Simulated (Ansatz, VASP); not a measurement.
SnSe: VASP beside Ansatz

The input INCAR:

```
SYSTEM = SnSe
PREC     = Accurate       ! precision mode
ENCUT    = 520            ! plane-wave cutoff, eV
EDIFF    = 1E-6           ! SCF threshold, eV
ISMEAR   = -1             ! smearing method
SIGMA    = 0.05           ! smearing width, eV
LREAL    = .FALSE.        ! projectors in reciprocal space
LASPH    = .TRUE.         ! aspherical terms in the spheres
NELM     = 60             ! most SCF steps
ALGO     = Normal         ! electronic algorithm
ISIF     = 2              ! what is computed and relaxed
LWAVE    = .FALSE.        ! write WAVECAR
LCHARG   = .FALSE.        ! write CHGCAR
GGA      = PE             ! functional
NBANDS   = 17             ! bands
```

KPOINTS

```
Automatic mesh
0
G
  15 15 15
  0 0 0
```

File POSCAR:

```
SnSe
1.0
    0.0000000000      2.5847549447      2.5847549447
    2.5847549447      0.0000000000      2.5847549447
    2.5847549447      2.5847549447      0.0000000000
Sn Se
1 1
Direct
    0.0000000000      0.0000000000      0.0000000000
    0.5000000000      0.5000000000      0.5000000000
```

Input for Ansatz:

```yaml
crystal:
  lattice:
    - [0.0, 2.5847549447, 2.5847549447]
    - [2.5847549447, 0.0, 2.5847549447]
    - [2.5847549447, 2.5847549447, 0.0]
  atoms:
    - { symbol: Sn, position: [0.0, 0.0, 0.0] }
    - { symbol: Se, position: [0.5, 0.5, 0.5] }
kpoints:
  mp_grid: { grid: [15, 15, 15] }
scf:
  occupations: { method: fermi_dirac, width: 0.05 }
hamiltonian:
  xc: pbe
  pseudopotentials: { kind: paw }
output:
  forces: true
  stress: true
  eigenvalues: true
```

Change from the starting cell: volume scaled by 0.62, to set the pressure.

Alike in both runs: task single point; functional PBE; k mesh 15 × 15 × 15; occupations fermi-dirac, width 0.05 eV; no spin polarisation.

|  | VASP | Ansatz |
| --- | --- | --- |
| version | VASP 6.6.1 | Ansatz 0.2.0 |
| potentials or method | VASP PAW PBE potentials, release 64 (Sn_d, Se) | PAW with Ansatz's default frozen-core files, scalar-relativistic |
| plane-wave cutoff (eV) | 520 | 420 |
| valence electrons in the cell | 20 | 30 |

VASP gave:

| Item | Value |
| --- | --- |
| pressure (GPa) | 64.6 |

Question: What did Ansatz give for the same quantities?

Answer: Pressure (GPa): 64.3.

Both programs put the cell under a high pressure, so it lies far from rest at this level. With one functional, cell and mesh, what is left measures potentials, basis and numerics. VASP's potentials hold 20 valence electrons a cell and Ansatz's 30, so a difference there can come from the potentials and not from the codes.

Noted on VASP's run: the cell as given lies far from equilibrium.
